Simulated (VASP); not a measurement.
**Cl: relaxation of cell and atoms with PBE**

The system is Cl.

```xyz
1
Lattice="3.0404 0.0000 0.0000 -1.5202 2.6331 0.0000 0.0000 0.0000 2.8580" Properties=species:S:1:pos:R:3 pbc="T T T"
Cl    0.0000    0.0000    0.0000
```

```
Program                : VASP 6.6.1
Task                   : relaxation of cell and atoms
Functional             : PBE
Potentials or basis    : VASP PAW PBE potentials, release 64 (Cl)
Cutoff                 : 600 eV
k mesh                 : 14 × 14 × 13
Occupations            : fermi-dirac, width 0.1 eV
Spin                   : no spin polarisation
Dipole correction      : no
Further INCAR settings : ALGO = Normal; EDIFF = 1e-06; IBRION = 2; EDIFFG = -0.005; NSW = 60; ISIF = 3
```

```yaml
Relaxed_volume: 30.24 Å³/atom
Relaxed_cell: a = 3.890 Å, b = 3.890 Å, c = 2.308 Å, α = 90.00°, β = 90.00°, γ = 120.00°
Space_group_after_relaxing_to_0.1_Å: P6/mmm (No. 191)
Pressure_after_relaxing: 0.0 GPa
Band_gap_on_the_k_mesh: zero (an odd number of electrons rules out a gap without spin polarisation)
```

Final structure:
```cif
data_structure
_symmetry_space_group_name_H-M 'P 1'
_symmetry_Int_Tables_number 1
_cell_length_a 3.8898
_cell_length_b 3.8898
_cell_length_c 2.3081
_cell_angle_alpha 90.000
_cell_angle_beta 90.000
_cell_angle_gamma 120.000
_cell_volume 30.24
loop_
_atom_site_label
_atom_site_type_symbol
_atom_site_fract_x
_atom_site_fract_y
_atom_site_fract_z
_atom_site_occupancy
Cl1 Cl 0.00000 0.00000 0.00000 1
```

Levels at points of the mesh, in eV from the Fermi level:
| k point | band 1 | band 2 | band 3 | band 4 | band 5 | band 6 | band 7 |
| --- | --- | --- | --- | --- | --- | --- | --- |
| (0.00, 0.00, 0.00) | -15.93 | -2.25 | -2.25 | 4.66 | 5.90 | 11.08 | 11.08 |
| (0.50, 0.00, 0.00) | -15.76 | -3.57 | -2.53 | 4.70 | 7.71 | 11.43 | 13.92 |

Wall time 2.8 min on 1 thread of Intel(R) Xeon(R) 6975P-C (Granite Rapids), with other jobs on the host, peak memory 0.15 GiB.

Caveat: the volume moved by over 15 % at a fixed basis, so the end points are rough; an odd number of electrons without spin polarisation forces a metal; a magnetic or distorted state may lie lower.
